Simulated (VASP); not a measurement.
# Cr (Im-3m) in VASP: notebook

Runs on Cr. Level: PBEsol. Tasks: single point.

Everything below comes from runs of VASP 6.6.1. Logs are shortened: lines on timing, memory, paths and dates and some standing lists are left out, and cuts for length are marked.

**1. The cell of the first run**

The structure is cubic, space group Im-3m (No. 229). Conventional cell: a = 2.814 Å, b = 2.814 Å, c = 2.814 Å, α = 90.00°, β = 90.00°, γ = 90.00°. Cr (site symmetry m-3m) has 14 Cr at 2.44 to 2.81 Å within 3.2 Å.

**2. Single point, PBEsol**

Contents of INCAR:

```
SYSTEM = Cr
  ALGO = Normal
  EDIFF = 1E-6
  ENCUT = 520
  GGA = PS
  ISIF = 2
  ISMEAR = 0
  LASPH = .True.
  LCHARG = .True.
  LELF = .True.
  LREAL = .False.
  LVHAR = .True.
  LWAVE = .False.
  NBANDS = 12
  NELM = 100
  PREC = Accurate
  SIGMA = 0.05
```

Contents of KPOINTS:

```
k-points
0
Gamma
  20 20 20
  0 0 0
```

Contents of POSCAR:

```
Cr
1.0
   -1.4068464767      1.4068464767      1.4068464767
    1.4068464767     -1.4068464767      1.4068464767
    1.4068464767      1.4068464767     -1.4068464767
Cr
1
Direct
    0.0000000000      0.0000000000      0.0000000000
```

Potentials or basis: VASP PAW PBE potentials, release 64 (Cr_pv).

Launch:

```sh
$ cat potpaw_PBE.64/Cr_pv/POTCAR > POTCAR
$ mpirun -np 1 vasp_std > vasp.out
```

OUTCAR:

```text
SYSTEM = Cr
   EDIFF = 1E-6
   ENCUT = 520
   GGA = PS
   ISIF = 2
   ISMEAR = 0
   LASPH = .True.
   LREAL = .False.
   NELM = 100
   PREC = Accurate

 ion  position               nearest neighbor table
   1  0.000  0.000  0.000-

  LATTYP: Found a body centered cubic cell.
 ALAT       =     2.8136929534

  Lattice vectors:

 A1 = (  -1.4068464767,   1.4068464767,   1.4068464767)
 A2 = (   1.4068464767,  -1.4068464767,   1.4068464767)
 A3 = (   1.4068464767,   1.4068464767,  -1.4068464767)

Analysis of symmetry for initial positions (statically):
=====================================================================
 Subroutine PRICEL returns:
 Original cell was already a primitive cell.

 Routine SETGRP: Setting up the symmetry group for a
 body centered cubic supercell.

 Subroutine GETGRP returns: Found 48 space group operations
 (whereof 48 operations were pure point group operations)
 out of a pool of 48 trial point group operations.

The static configuration has the point symmetry O_h .

Analysis of symmetry for dynamics (positions and initial velocities):
=====================================================================
 Subroutine PRICEL returns:
 Original cell was already a primitive cell.

 Routine SETGRP: Setting up the symmetry group for a
 body centered cubic supercell.

 Subroutine GETGRP returns: Found 48 space group operations
 (whereof 48 operations were pure point group operations)
 out of a pool of 48 trial point group operations.

The dynamic configuration has the point symmetry O_h .

 Subroutine INISYM returns: Found 48 space group operations
 (whereof 48 operations are pure point group operations),
 and found     1 'primitive' translations

----------------------------------------------------------------------------------------

                                     Primitive cell

  volume of cell :      11.1378

  direct lattice vectors                    reciprocal lattice vectors
    -1.406846477  1.406846477  1.406846477     0.000000000  0.355404807  0.355404807
     1.406846477 -1.406846477  1.406846477     0.355404807  0.000000000  0.355404807
     1.406846477  1.406846477 -1.406846477     0.355404807  0.355404807  0.000000000

  length of vectors
     2.436729576  2.436729576  2.436729576     0.502618298  0.502618298  0.502618298

  position of ions in fractional coordinates (direct lattice)
     0.000000000  0.000000000  0.000000000

  ion indices of the primitive-cell ions
   primitive index   ion index
                 1           1

----------------------------------------------------------------------------------------

 KPOINTS: k-points

Automatic generation of k-mesh.
 Grid dimensions read from file:
 generate k-points for:   20   20   20

 Generating k-lattice:

  Cartesian coordinates                     Fractional coordinates (reciprocal lattice)
     0.000000000  0.017770240  0.017770240     0.050000000  0.000000000  0.000000000
     0.017770240  0.000000000  0.017770240     0.000000000  0.050000000  0.000000000
     0.017770240  0.017770240  0.000000000     0.000000000  0.000000000  0.050000000

  Length of vectors
     0.025130915  0.025130915  0.025130915

  Shift w.r.t. Gamma in fractional coordinates (k-lattice)
     0.000000000  0.000000000  0.000000000

 Subroutine IBZKPT returns following result:
 ===========================================

 Found    256 irreducible k-points:

 Following reciprocal coordinates:
            Coordinates               Weight
  0.000000  0.000000  0.000000      1.000000
  0.050000  0.000000  0.000000     12.000000
  0.100000  0.000000  0.000000     12.000000
  0.150000  0.000000  0.000000     12.000000
  0.200000  0.000000  0.000000     12.000000
  0.250000  0.000000  0.000000     12.000000
[... 16 lines left out ...]
  0.200000  0.100000  0.000000     48.000000
  0.250000  0.100000  0.000000     48.000000
 [... further k-points ...]
   k-points           NKPTS =    256   k-points in BZ     NKDIM =    256   number of bands    NBANDS=     12
   number of dos      NEDOS =    301   number of ions     NIONS =      1
   total plane-waves  NPLWV =   5832
   dimension x,y,z NGX =    18 NGY =   18 NGZ =   18
   dimension x,y,z NGXF=    36 NGYF=   36 NGZF=   36
   ions per type =               1
   NGX,Y,Z   is equivalent  to a cutoff of  12.28, 12.28, 12.28 a.u.
   NGXF,Y,Z  is equivalent  to a cutoff of  24.56, 24.56, 24.56 a.u.
 SYSTEM =  Cr
   PREC   = accura    normal or accurate (medium, high low for compatibility)
   ISTART =      0    job   : 0-new  1-cont  2-samecut
   ICHARG =      2    charge: 1-file 2-atom 10-const
   ISPIN  =      1    spin polarized calculation?
   LNONCOLLINEAR =      F non collinear calculations
   LSORBIT =      F    spin-orbit coupling
   LASPH  =      T    aspherical Exc in radial PAW
   ENCUT  =  520.0 eV  38.22 Ry    6.18 a.u.   4.53  4.53  4.53*2*pi/ulx,y,z
   NELM   =    100;   NELMIN=  2; NELMDL= -5     # of ELM steps
   EDIFF  = 0.1E-05   stopping-criterion for ELM
   LREAL  =      F    real-space projection
   EDIFFG = 0.1E-04   stopping-criterion for IOM
   NSW    =      0    number of steps for IOM
   IBRION =     -1    ionic relax: 0-MD 1-quasi-New 2-CG
   NFREE  =      0    steps in history (QN), initial steepest desc. (CG)
   ISIF   =      2    stress and relaxation
   ISYM   =      2    0-nonsym 1-usesym 2-fastsym
   POTIM  = 0.5000    time-step for ionic-motion
   TEBEG  =    0.0;   TEEND  =   0.0 temperature during run
   PSTRESS=    0.0 pullay stress
   NELECT =      12.0000    total number of electrons
   NUPDOWN=      -1.0000    fix difference up-down
   EMIN   =  10.00;   EMAX   =-10.00  energy-range for DOS
   EFERMI =   0.00;   METHOD = LEGACY
   ISMEAR =     0;   SIGMA  =   0.05  broadening in eV -4-tet -1-fermi 0-gaus
   EFERMI_NEDOS =   21; number of points for ismear=-14 and -15
   IALGO  =     38    algorithm
   IMIX   =      4    mixing-type and parameters
     AMIX     =   0.40;   BMIX     =  1.00
     AMIX_MAG =   1.60;   BMIX_MAG =  1.00
  volume/ion in A,a.u.               =      11.14        75.16
  Fermi-wavevector in a.u.,A,eV,Ry     =   1.678296  3.171519 38.323220  2.816677
  Thomas-Fermi vector in A             =   2.762410
   LORBIT       =      0    0 simple, 1 ext, 2 COOP (PROOUT), +10 PAW based schemes
   GGA     = PS    functional components
   LHFCALC =     F    Hartree Fock is set to
   AEXX    =    0.0000 exact exchange contribution
   IVDW    =     0    specifies the selected vdW correction
   LEPSILON=     F    determine dielectric tensor
   LRPA    =     F    only Hartree local field effects (RPA)
 non-spin polarized calculation
 Gauss-broadening in eV      SIGMA  =   0.05
  energy-cutoff  :      520.00
  volume of cell :       11.14
 maximum number of plane-waves:       321
   NGX =  9   NGY =  9   NGZ =  9

 number of electron      12.0000013 magnetization

 Free energy of the ion-electron system (eV)
  ---------------------------------------------------
  ext. energy  EPLUGINS =         0.00000000
  ---------------------------------------------------
  free energy    TOTEN  =       -10.24430221 eV

  energy without entropy =      -10.24339954  energy(sigma->0) =      -10.24385087

 E-fermi :  11.3698     XC(G=0): -14.0490

 val. band max:       11.3653234906   @ k =   0.1000   0.0500   0.0500
 cond. band min:      11.3859246238   @ k =   0.4500   0.1000   0.0000
 fundamental gap:      0.0206011332
 Fermi energy:        11.3698458638

 k-point     1 :       0.0000    0.0000    0.0000
  band No.  band energies     occupation
      1     -31.1775      2.00000
      2     -31.1775      2.00000
      3     -31.1775      2.00000
      4       3.3377      2.00000
      5      10.3944      2.00000
      6      10.3944      2.00000
      7      10.3944      2.00000
      8      12.5197      0.00000
      9      12.5197      0.00000
     10      18.4613      0.00000
     11      33.9223      0.00000
     12      33.9223      0.00000

 k-point     2 :       0.0500    0.0000    0.0000
  band No.  band energies     occupation
      1     -31.2043      2.00000
      2     -31.1856      2.00000
      3     -31.1777      2.00000
      4       3.4519      2.00000
      5      10.3488      2.00000
      6      10.3873      2.00000
      7      10.4731      2.00000
      8      12.4674      0.00000
      9      12.5227      0.00000
     10      18.4612      0.00000
     11      33.6836      0.00000
     12      33.8999      0.00000

 k-point     3 :       0.1000    0.0000    0.0000
  band No.  band energies     occupation
      1     -31.2815      2.00000
      2     -31.2090      2.00000
      3     -31.1782      2.00000
      4       3.7862      2.00000
      5      10.2187      2.00000
      6      10.3550      2.00000
      7      10.7054      2.00000
      8      12.3393      0.00000
      9      12.5332      0.00000
     10      18.4612      0.00000
     11      32.9858      0.00000
     12      33.7617      0.00000

 k-point     4 :       0.1500    0.0000    0.0000
  band No.  band energies     occupation
      1     -31.4008      2.00000
      2     -31.2455      2.00000
      3     -31.1790      2.00000
      4       4.3140      2.00000
      5      10.0212      2.00000
      6      10.2742      2.00000
      7      11.0785      2.00000
      8      12.2087      0.00000
      9      12.5541      0.00000
     10      18.4611      0.00000
     11      31.8642      0.00000
     12      33.3517      0.00000

 k-point     5 :       0.2000    0.0000    0.0000
  band No.  band energies     occupation
      1     -31.5490      2.00000
      2     -31.2912      2.00000
      3     -31.1801      2.00000
      4       4.9822      2.00000
      5       9.7810      2.00000
      6      10.1482      2.00000
      7      11.5705      0.00000
      8      12.1494      0.00000
      9      12.5886      0.00000
     10      18.4611      0.00000
     11      30.3784      0.00000
     12      32.6146      0.00000
[... 228 lines left out ...]
      1     -31.4649      2.00000
      2     -31.2450      2.00000
      3     -31.2028      2.00000
      4       4.6192      2.00000
      5       9.9968      2.00000
      6      10.0858      2.00000
      7      11.3556      1.31299
      8      12.0937      0.00000
      9      12.6235      0.00000
     10      18.4611      0.00000
     11      31.5426      0.00000
     12      32.6788      0.00000

 k-point    22 :       0.1500    0.1000    0.0000
  band No.  band energies     occupation
      1     -31.5977      2.00000
      2     -31.2892      2.00000
      3     -31.2106      2.00000
      4       5.2704      2.00000
      5       9.7810      2.00000
      6       9.9157      2.00000
      7      11.8777      0.00000
      8      12.0194      0.00000
      9      12.6986      0.00000
     10      18.4610      0.00000
     11      30.3201      0.00000
     12      31.7126      0.00000

 k-point    23 :       0.2000    0.1000    0.0000
  band No.  band energies     occupation
      1     -31.7406      2.00000
      2     -31.3449      2.00000
      3     -31.2147      2.00000
      4       5.9736      2.00000
      5       9.5254      2.00000
      6       9.7978      2.00000
      7      12.0329      0.00000
      8      12.4928      0.00000
      9      12.7877      0.00000
     10      18.4609      0.00000
     11      28.7077      0.00000
     12      30.7718      0.00000

 k-point    24 :       0.2500    0.1000    0.0000
  band No.  band energies     occupation
      1     -31.8803      2.00000
      2     -31.4027      2.00000
      3     -31.2174      2.00000
      4       6.5758      2.00000
      5       9.2837      2.00000
      6       9.8497      2.00000
      7      12.1360      0.00000
      8      12.8254      0.00000
      9      13.2146      0.00000
     10      18.4608      0.00000
     11      26.8903      0.00000
     12      29.9170      0.00000

 [... further k-points ...]

------------------------ aborting loop because EDIFF is reached ----------------------------------------

  FORCE on cell =-STRESS in cart. coord.  units (eV):
  Direction    XX          YY          ZZ          XY          YZ          ZX
  --------------------------------------------------------------------------------------
  -------------------------------------------------------------------------------------
  Total       -0.0332843     -0.0332843     -0.0332843     -0.0000000     -0.0000000      0.0000000
  in kB       -4.7879505     -4.7879505     -4.7879505     -0.0000000     -0.0000000      0.0000000
  external PRESSURE =      -4.7879505 kB  Pullay stress =       0.0000000 kB

 VOLUME and BASIS-vectors are now :
 -----------------------------------------------------------------------------
  energy-cutoff  :      520.00
  volume of cell :       11.14
      direct lattice vectors                 reciprocal lattice vectors
    -1.406846477  1.406846477  1.406846477     0.000000000  0.355404807  0.355404807
     1.406846477 -1.406846477  1.406846477     0.355404807  0.000000000  0.355404807
     1.406846477  1.406846477 -1.406846477     0.355404807  0.355404807  0.000000000

 POSITION                                       TOTAL-FORCE (eV/Angst)
 -----------------------------------------------------------------------------------
      0.00000      0.00000      0.00000        -0.000000     -0.000000      0.000000
 -----------------------------------------------------------------------------------
    total drift:                                0.000000     -0.000000      0.000000

  FREE ENERGIE OF THE ION-ELECTRON SYSTEM (eV)
  ---------------------------------------------------
  free  energy   TOTEN  =       -10.2443022104 eV

  energy  without entropy=      -10.2433995375  energy(sigma->0) =      -10.24385087
```

It used 27 s of CPU time on 1 thread of AMD EPYC 7R13 Processor (Zen 3), on a shared host.

What came out:

* Free energy: -10.2443 eV
* Pressure: -0.5 GPa
* Band gap on the k mesh: zero (band 6 reaches 13.95 eV, above the bottom of band 7 at 10.39 eV)

Caveat: the PAW data sets were made with another functional, which shifts forces and pressure a little; the run has no spin polarisation, though such a crystal can be magnetic.

**3. Single point, PBEsol, collinear spin, ferromagnetic start**

Contents of INCAR:

```
ALGO     = Normal         # electronic algorithm
EDIFF    = 1E-6           # SCF threshold, eV
ENCUT    = 520            # plane-wave cutoff, eV
GGA      = PS             # functional
ISIF     = 2              # what is computed and relaxed
ISMEAR   = 0              # smearing method
ISPIN    = 2              # spin polarisation
LASPH    = T              # aspherical terms in the spheres
LCHARG   = F              # write CHGCAR
LMAXMIX  = 4              # l up to which the mixer works
LORBIT   = 11             # projections on sites
LREAL    = F              # projectors in reciprocal space
LWAVE    = F              # write WAVECAR
MAGMOM   = 0.05           # initial moments
NBANDS   = 16             # bands
NELM     = 150            # most SCF steps
PREC     = Accurate       # precision mode
SIGMA    = 0.05           # smearing width, eV
```

Contents of KPOINTS:

```
k-points
0
Gamma
  20 20 20
```

POSCAR is that of step 2.

Potentials or basis: VASP PAW PBE potentials, release 64 (Cr_pv).

Launch:

```sh
$ cat potpaw_PBE.64/Cr_pv/POTCAR > POTCAR
$ mpirun -np 1 vasp_std > vasp.out
```

It used 70 s of CPU time on 1 thread of AMD EPYC 7R13 Processor (Zen 3) (shared host).

It converged, with:

| Item | Value |
| --- | --- |
| Free energy | -10.2443 eV |
| Pressure | -0.5 GPa |
| Band gap on the k mesh | zero (filled and empty bands overlap) |
| Net moment | 0.00 μB per cell |
| Valence electrons inside the program's atomic spheres | Cr 11.14 |

Levels at points of the mesh, in eV from the Fermi level:
Spin up:
```csv
k point,band 3,band 4,band 5,band 6,band 7,band 8,band 9,band 10
"(0.00, 0.00, 0.00)",-42.55,-8.03,-0.98,-0.98,-0.98,1.15,1.15,7.09
"(0.50, 0.00, 0.00)",-42.56,-4.66,-2.61,1.17,1.18,1.52,3.00,7.09
"(0.50, 0.50, 0.50)",-43.26,-4.60,-4.60,2.58,2.58,2.58,7.09,10.89
```
Spin down:
```
           k point  band 3  band 4  band 5  band 6  band 7  band 8  band 9  band 10
(0.00, 0.00, 0.00)  -42.55   -8.03   -0.98   -0.98   -0.98    1.15    1.15     7.09
(0.50, 0.00, 0.00)  -42.56   -4.66   -2.61    1.17    1.18    1.52    3.00     7.09
(0.50, 0.50, 0.50)  -43.26   -4.60   -4.60    2.58    2.58    2.58    7.09    10.89
```

Caveat: the PAW data sets were made with another functional, which shifts forces and pressure a little.

**4. Single point, PBEsol, collinear spin, ferromagnetic start**

This run uses another cell than the first one, of 11.94 Å³/atom, 1.072 times its volume.

Contents of INCAR:

```
SYSTEM = Cr
  PREC = Accurate
  ENCUT = 520
  EDIFF = 1E-7
  ISMEAR = 0
  SIGMA = 0.05
  LREAL = .FALSE.
  LASPH = .TRUE.
  NELM = 150
  ALGO = Normal
  ISIF = 2
  LWAVE = .FALSE.
  LCHARG = .FALSE.
  ISPIN = 2
  MAGMOM = 2
  LORBIT = 11
  LMAXMIX = 4
  GGA = PS
  NBANDS = 16
```

Contents of KPOINTS:

```
Automatic mesh
0
G
  20 20 20
  0 0 0
```

Contents of POSCAR:

```
Cr
1.0
   -1.4400000000      1.4400000000      1.4400000000
    1.4400000000     -1.4400000000      1.4400000000
    1.4400000000      1.4400000000     -1.4400000000
Cr
1
Direct
    0.0000000000      0.0000000000      0.0000000000
```

Launch:

```sh
$ cat potpaw_PBE.64/Cr_pv/POTCAR > POTCAR
$ mpirun -np 1 vasp_std > vasp.out
```

It used 130 s of CPU time on 1 thread of AMD EPYC 7R13 Processor (Zen 3), with other jobs on the host.

Results (log left out):

```yaml
Free_energy: -10.1970 eV
Pressure: -17.5 GPa
Band_gap_on_the_k_mesh: zero (filled and empty bands overlap)
Net_moment: 0.00 μB per cell
Valence_electrons_inside_the_program's_atomic_spheres: Cr 10.98
```

Levels at points of the mesh, in eV from the Fermi level:
Spin up:
```csv
k point,band 2,band 3,band 4,band 5,band 6,band 7,band 8,band 9,band 10,band 11
"(0.00, 0.00, 0.00)",-42.64,-42.64,-7.78,-0.88,-0.88,-0.88,1.05,1.05,7.05,22.02
"(0.50, 0.00, 0.00)",-42.91,-42.65,-4.30,-2.36,1.01,1.06,1.37,2.71,7.05,9.50
"(0.50, 0.50, 0.50)",-43.22,-43.22,-4.16,-4.16,2.34,2.34,2.34,7.05,10.25,10.25
```
Spin down:
| k point | band 4 | band 5 | band 6 | band 7 | band 8 | band 9 |
| --- | --- | --- | --- | --- | --- | --- |
| (0.00, 0.00, 0.00) | -7.78 | -0.88 | -0.88 | -0.88 | 1.05 | 1.05 |
| (0.50, 0.00, 0.00) | -4.30 | -2.36 | 1.01 | 1.06 | 1.37 | 2.71 |
| (0.50, 0.50, 0.50) | -4.16 | -4.16 | 2.34 | 2.34 | 2.34 | 7.05 |

Caveat: the starting moments collapsed, and a magnetic state may lie lower; the PAW data sets were made with another functional, which shifts forces and pressure a little.
